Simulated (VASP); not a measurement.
# HgTe (I-4m2) in VASP: single point with LDA

Aim: the single point of HgTe with LDA.

Program: VASP 6.6.1. These are calculated values, not measurements. Logs are shortened: lines on timing, memory, paths and dates and some standing lists are left out, and cuts for length are marked.

## 1. The cell of the first run

Symmetry: I-4m2, No. 119, tetragonal system. Conventional cell: a = 4.062 Å, b = 4.062 Å, c = 8.122 Å, α = 90.00°, β = 90.00°, γ = 90.00°. Hg (site symmetry -4m2) has 4 Te at 2.87 Å within 3.8 Å. Te (site symmetry -4m2) has 4 Hg at 2.87 Å within 3.8 Å.

## 2. Single point, LDA

File INCAR:

```
PREC = Accurate
ENCUT = 520
EDIFF = 1E-6
ISMEAR = 0
SIGMA = 0.2
LREAL = False
LASPH = True
NELM = 100
ALGO = Normal
ISIF = 2
LWAVE = False
LCHARG = True
GGA = CA
LELF = True
LVHAR = True
NBANDS = 16
```

File KPOINTS:

```
Automatic mesh
0
Gamma
  14 14 14
```

File POSCAR:

```
HgTe
1.0
    0.0000000000      2.8719565913      4.0609466201
    2.8719565913      0.0000000000      4.0609466201
    2.8719565913      2.8719565913      0.0000000000
Hg Te
1 1
Direct
    0.0000000000      0.0000000000      0.0000000000
    0.7500000000      0.7500000000      0.7500000000
```

Potentials or basis: VASP PAW LDA potentials, release 64 (Hg, Te).

Started as:

```sh
cat potpaw_LDA.64/Hg/POTCAR potpaw_LDA.64/Te/POTCAR > POTCAR
mpirun -np 1 vasp_std > vasp.out
```

OUTCAR:

```text
PREC = Accurate
   ENCUT = 520
   EDIFF = 1E-6
   ISMEAR = 0
   LREAL = False
   LASPH = True
   NELM = 100
   ISIF = 2
   GGA = CA

 ion  position               nearest neighbor table
   1  0.000  0.000  0.000-   2 2.87   2 2.87   2 2.87   2 2.87
   2  0.750  0.750  0.750-   1 2.87   1 2.87   1 2.87   1 2.87

  LATTYP: Found a body centered tetragonal cell.
 ALAT       =     4.0615599620
 C/A-ratio  =     1.9996979772

  Lattice vectors:

 A1 = (  -2.8719565913,   0.0000000000,   4.0609466201)
 A2 = (   2.8719565913,   0.0000000000,   4.0609466201)
 A3 = (   0.0000000000,   2.8719565913,  -4.0609466201)

Analysis of symmetry for initial positions (statically):
=====================================================================
 Subroutine PRICEL returns:
 Original cell was already a primitive cell.

 Routine SETGRP: Setting up the symmetry group for a
 body centered tetragonal supercell.

 Subroutine GETGRP returns: Found  8 space group operations
 (whereof  8 operations were pure point group operations)
 out of a pool of 16 trial point group operations.

The static configuration has the point symmetry D_2d.

Analysis of symmetry for dynamics (positions and initial velocities):
=====================================================================
 Subroutine PRICEL returns:
 Original cell was already a primitive cell.

 Routine SETGRP: Setting up the symmetry group for a
 body centered tetragonal supercell.

 Subroutine GETGRP returns: Found  8 space group operations
 (whereof  8 operations were pure point group operations)
 out of a pool of 16 trial point group operations.

The dynamic configuration has the point symmetry D_2d.

 Subroutine INISYM returns: Found  8 space group operations
 (whereof  8 operations are pure point group operations),
 and found     1 'primitive' translations

----------------------------------------------------------------------------------------

                                     Primitive cell

  volume of cell :      66.9905

  direct lattice vectors                    reciprocal lattice vectors
     0.000000000  2.871956591  4.060946620    -0.174097339  0.174097339  0.123124002
     2.871956591  0.000000000  4.060946620     0.174097339 -0.174097339  0.123124002
     2.871956591  2.871956591  0.000000000     0.174097339  0.174097339 -0.123124002

  length of vectors
     4.973873954  4.973873954  4.061559962     0.275280378  0.275280378  0.275280378

  position of ions in fractional coordinates (direct lattice)
     0.000000000  0.000000000  0.000000000
     0.750000000  0.750000000  0.750000000

  ion indices of the primitive-cell ions
   primitive index   ion index
                 1           1
                 2           2

----------------------------------------------------------------------------------------

 KPOINTS: Automatic mesh

Automatic generation of k-mesh.
 Grid dimensions read from file:
 generate k-points for:   14   14   14

 Generating k-lattice:

  Cartesian coordinates                     Fractional coordinates (reciprocal lattice)
    -0.012435524  0.012435524  0.008794572     0.071428571  0.000000000  0.000000000
     0.012435524 -0.012435524  0.008794572     0.000000000  0.071428571  0.000000000
     0.012435524  0.012435524 -0.008794572    -0.000000000 -0.000000000  0.071428571

  Length of vectors
     0.019662884  0.019662884  0.019662884

  Shift w.r.t. Gamma in fractional coordinates (k-lattice)
     0.000000000  0.000000000  0.000000000

 Subroutine IBZKPT returns following result:
 ===========================================

 Found    244 irreducible k-points:

 Following reciprocal coordinates:
            Coordinates               Weight
  0.000000  0.000000  0.000000      1.000000
  0.071429  0.000000  0.000000      8.000000
  0.142857  0.000000  0.000000      8.000000
  0.214286  0.000000  0.000000      8.000000
  0.285714  0.000000  0.000000      8.000000
  0.357143  0.000000  0.000000      8.000000
[... 16 lines left out ...]
  0.214286  0.142857  0.000000      8.000000
  0.285714  0.142857  0.000000      8.000000
 [... further k-points ...]
   k-points           NKPTS =    244   k-points in BZ     NKDIM =    244   number of bands    NBANDS=     16
   number of dos      NEDOS =    301   number of ions     NIONS =      2
   total plane-waves  NPLWV =  48000
   dimension x,y,z NGX =    40 NGY =   40 NGZ =   30
   dimension x,y,z NGXF=    80 NGYF=   80 NGZF=   60
   ions per type =               1   1
   NGX,Y,Z   is equivalent  to a cutoff of  13.37, 13.37, 12.28 a.u.
   NGXF,Y,Z  is equivalent  to a cutoff of  26.74, 26.74, 24.56 a.u.
 SYSTEM =  unknown system
   PREC   = accura    normal or accurate (medium, high low for compatibility)
   ISTART =      0    job   : 0-new  1-cont  2-samecut
   ICHARG =      2    charge: 1-file 2-atom 10-const
   ISPIN  =      1    spin polarized calculation?
   LNONCOLLINEAR =      F non collinear calculations
   LSORBIT =      F    spin-orbit coupling
   LASPH  =      T    aspherical Exc in radial PAW
   ENCUT  =  520.0 eV  38.22 Ry    6.18 a.u.   9.25  9.25  7.55*2*pi/ulx,y,z
   NELM   =    100;   NELMIN=  2; NELMDL= -5     # of ELM steps
   EDIFF  = 0.1E-05   stopping-criterion for ELM
   LREAL  =      F    real-space projection
   EDIFFG = 0.1E-04   stopping-criterion for IOM
   NSW    =      0    number of steps for IOM
   IBRION =     -1    ionic relax: 0-MD 1-quasi-New 2-CG
   NFREE  =      0    steps in history (QN), initial steepest desc. (CG)
   ISIF   =      2    stress and relaxation
   ISYM   =      2    0-nonsym 1-usesym 2-fastsym
   POTIM  = 0.5000    time-step for ionic-motion
   TEBEG  =    0.0;   TEEND  =   0.0 temperature during run
   PSTRESS=    0.0 pullay stress
   NELECT =      18.0000    total number of electrons
   NUPDOWN=      -1.0000    fix difference up-down
   EMIN   =  10.00;   EMAX   =-10.00  energy-range for DOS
   EFERMI =   0.00;   METHOD = LEGACY
   ISMEAR =     0;   SIGMA  =   0.20  broadening in eV -4-tet -1-fermi 0-gaus
   EFERMI_NEDOS =   21; number of points for ismear=-14 and -15
   IALGO  =     38    algorithm
   IMIX   =      4    mixing-type and parameters
     AMIX     =   0.40;   BMIX     =  1.00
     AMIX_MAG =   1.60;   BMIX_MAG =  1.00
  volume/ion in A,a.u.               =      33.50       226.04
  Fermi-wavevector in a.u.,A,eV,Ry     =   1.056399  1.996305 15.183815  1.115979
  Thomas-Fermi vector in A             =   2.191633
   LORBIT       =      0    0 simple, 1 ext, 2 COOP (PROOUT), +10 PAW based schemes
   GGA     = CA    functional components
   LHFCALC =     F    Hartree Fock is set to
   AEXX    =    0.0000 exact exchange contribution
   IVDW    =     0    specifies the selected vdW correction
   LEPSILON=     F    determine dielectric tensor
   LRPA    =     F    only Hartree local field effects (RPA)
 non-spin polarized calculation
 Gauss-broadening in eV      SIGMA  =   0.20
  energy-cutoff  :      520.00
  volume of cell :       66.99
 maximum number of plane-waves:      1832
 NGX is ok and might be reduce to    40
   NGX = 19   NGY = 19   NGZ = 15

 number of electron      18.0000001 magnetization

 Free energy of the ion-electron system (eV)
  ---------------------------------------------------
  ext. energy  EPLUGINS =         0.00000000
  ---------------------------------------------------
  free energy    TOTEN  =        -4.64735198 eV

  energy without entropy =       -4.63683266  energy(sigma->0) =       -4.64209232

 E-fermi :   3.1820     XC(G=0):  -9.2177

 val. band max:        3.1707858702   @ k =  -0.4286   0.0714   0.0000
 cond. band min:       3.1820554740   @ k =  -0.3571   0.0714   0.0000
 fundamental gap:      0.0112696038
 Fermi energy:         3.1820354240

 k-point     1 :       0.0000    0.0000    0.0000
  band No.  band energies     occupation
      1      -8.9619      2.00000
      2      -4.3175      2.00000
      3      -4.1701      2.00000
      4      -4.1701      2.00000
      5      -3.9451      2.00000
      6      -3.6942      2.00000
[... 8 lines left out ...]
     15      10.7042      0.00000
     16      11.0471      0.00000

 k-point     2 :       0.0714    0.0000    0.0000
  band No.  band energies     occupation
      1      -8.9321      2.00000
      2      -4.3129      2.00000
      3      -4.1711      2.00000
      4      -4.1639      2.00000
      5      -3.9365      2.00000
      6      -3.6990      2.00000
[... 8 lines left out ...]
     15      10.8327      0.00000
     16      11.4849      0.00000

 k-point     3 :       0.1429    0.0000    0.0000
  band No.  band energies     occupation
      1      -8.8467      2.00000
      2      -4.3041      2.00000
      3      -4.1679      2.00000
      4      -4.1466      2.00000
      5      -3.9086      2.00000
      6      -3.7122      2.00000
[... 8 lines left out ...]
     15      11.1258      0.00000
     16      12.5946      0.00000

 k-point     4 :       0.2143    0.0000    0.0000
  band No.  band energies     occupation
      1      -8.7183      2.00000
      2      -4.2974      2.00000
      3      -4.1498      2.00000
      4      -4.1217      2.00000
      5      -3.8571      2.00000
      6      -3.7309      2.00000
[... 8 lines left out ...]
     15      11.5517      0.00000
     16      12.6979      0.00000

 k-point     5 :       0.2857    0.0000    0.0000
  band No.  band energies     occupation
      1      -8.5680      2.00000
      2      -4.2875      2.00000
      3      -4.1149      2.00000
      4      -4.0944      2.00000
      5      -3.7806      2.00000
      6      -3.7510      2.00000
[... 8 lines left out ...]
     15      12.0861      0.00000
     16      12.3424      0.00000

 k-point     6 :       0.3571    0.0000    0.0000
  band No.  band energies     occupation
      1      -8.4248      2.00000
      2      -4.2702      2.00000
      3      -4.0704      2.00000
      4      -4.0630      2.00000
      5      -3.7683      2.00000
      6      -3.6845      2.00000
[... 8 lines left out ...]
     15      12.2893      0.00000
     16      12.5665      0.00000

 k-point     7 :       0.4286    0.0000    0.0000
  band No.  band energies     occupation
      1      -8.3211      2.00000
      2      -4.2543      2.00000
      3      -4.0542      2.00000
      4      -4.0042      2.00000
      5      -3.7797      2.00000
      6      -3.5825      2.00000
[... 8 lines left out ...]
     15      12.3565      0.00000
     16      12.4990      0.00000

 k-point     8 :       0.5000   -0.0000    0.0000
  band No.  band energies     occupation
      1      -8.2831      2.00000
      2      -4.2483      2.00000
      3      -4.0485      2.00000
      4      -3.9761      2.00000
      5      -3.7836      2.00000
      6      -3.5281      2.00000
[... 8 lines left out ...]
     15      12.0765      0.00000
     16      12.6759      0.00000

 k-point     9 :       0.0714    0.0714    0.0000
  band No.  band energies     occupation
      1      -8.9361      2.00000
      2      -4.3141      2.00000
      3      -4.1602      2.00000
      4      -4.1602      2.00000
      5      -3.9488      2.00000
      6      -3.6939      2.00000
[... 8 lines left out ...]
     15      10.5224      0.00000
     16      11.4806      0.00000
[... 172 lines left out ...]
 k-point    19 :      -0.2143    0.0714    0.0000
  band No.  band energies     occupation
      1      -8.6189      2.00000
      2      -4.3202      2.00000
      3      -4.1405      2.00000
      4      -4.1111      2.00000
      5      -3.7733      2.00000
      6      -3.7525      2.00000
[... 8 lines left out ...]
     15      11.7377      0.00000
     16      12.1694      0.00000

 k-point    20 :      -0.1429    0.0714    0.0000
  band No.  band energies     occupation
      1      -8.7604      2.00000
      2      -4.3171      2.00000
      3      -4.1641      2.00000
      4      -4.1365      2.00000
      5      -3.8519      2.00000
      6      -3.7318      2.00000
[... 8 lines left out ...]
     15      11.3172      0.00000
     16      12.6060      0.00000

 k-point    21 :      -0.0714    0.0714    0.0000
  band No.  band energies     occupation
      1      -8.8706      2.00000
      2      -4.3108      2.00000
      3      -4.1759      2.00000
      4      -4.1554      2.00000
      5      -3.9057      2.00000
      6      -3.7126      2.00000
[... 8 lines left out ...]
     15      11.0444      0.00000
     16      12.4168      0.00000

 k-point    22 :       0.1429    0.1429    0.0000
  band No.  band energies     occupation
      1      -8.8618      2.00000
      2      -4.3021      2.00000
      3      -4.1321      2.00000
      4      -4.1321      2.00000
      5      -3.9590      2.00000
      6      -3.6929      2.00000
[... 8 lines left out ...]
     15      10.6545      0.00000
     16      12.2000      0.00000

 k-point    23 :       0.2143    0.1429    0.0000
  band No.  band energies     occupation
      1      -8.7884      2.00000
      2      -4.2842      2.00000
      3      -4.1178      2.00000
      4      -4.1104      2.00000
      5      -3.9546      2.00000
      6      -3.6970      2.00000
[... 8 lines left out ...]
     15      11.2091      0.00000
     16      12.7769      0.00000

 k-point    24 :       0.2857    0.1429    0.0000
  band No.  band energies     occupation
      1      -8.6735      2.00000
      2      -4.2521      2.00000
      3      -4.1016      2.00000
      4      -4.0841      2.00000
      5      -3.9266      2.00000
      6      -3.7097      2.00000
[... 8 lines left out ...]
     15      11.9372      0.00000
     16      13.5779      0.00000

 [... further k-points ...]
[... 5 lines left out ...]
  --------------------------------------------------------------------------------------
  -------------------------------------------------------------------------------------
  Total        0.5379110      0.5379110     -3.0038659      0.0000000      0.0000000     -0.0000000
  in kB       12.8649473     12.8649473    -71.8419490      0.0000000      0.0000000     -0.0000000
  external PRESSURE =     -15.3706848 kB  Pullay stress =       0.0000000 kB

 VOLUME and BASIS-vectors are now :
 -----------------------------------------------------------------------------
  energy-cutoff  :      520.00
  volume of cell :       66.99
      direct lattice vectors                 reciprocal lattice vectors
     0.000000000  2.871956591  4.060946620    -0.174097339  0.174097339  0.123124002
     2.871956591  0.000000000  4.060946620     0.174097339 -0.174097339  0.123124002
     2.871956591  2.871956591  0.000000000     0.174097339  0.174097339 -0.123124002

 POSITION                                       TOTAL-FORCE (eV/Angst)
 -----------------------------------------------------------------------------------
      0.00000      0.00000      0.00000         0.000000      0.000000     -0.000000
      4.30793      4.30793      6.09142        -0.000000     -0.000000      0.000000
 -----------------------------------------------------------------------------------
    total drift:                                0.000000      0.000000     -0.000000

  FREE ENERGIE OF THE ION-ELECTRON SYSTEM (eV)
  ---------------------------------------------------
  free  energy   TOTEN  =        -4.6473519760 eV

  energy  without entropy=       -4.6368326596  energy(sigma->0) =       -4.64209232
```

Wall time 6 min (1 thread of Intel Xeon Platinum 8375C at 2.90GHz (Ice Lake), shared host); peak memory 0.38 GiB.

What came out:

```yaml
Free_energy: -4.6474 eV
Pressure: -1.5 GPa
Band_gap_on_the_k_mesh: zero (bands 9 and 10 overlap by 0.37 eV)
```

Levels at points of the mesh, in eV from the Fermi level:
```tsv
k point	band 7	band 8	band 9	band 10	band 11	band 12
(0.00, 0.00, 0.00)	-1.79	-1.78	0.14	0.14	4.55	4.55
(0.50, 0.00, 0.00)	-5.46	-2.10	-0.39	-0.23	4.75	6.01
(0.50, 0.50, 0.00)	-6.62	-1.32	-1.32	3.01	3.35	6.24
(0.50, 0.00, 0.50)	-4.78	-3.06	-2.29	0.72	1.65	6.27
```

Caveat: the stress differs along the axes, from -7 to 1 GPa; semilocal functionals underestimate gaps, and a narrow one can read as zero; spin-orbit coupling is left out, which moves the levels of the heavy elements.
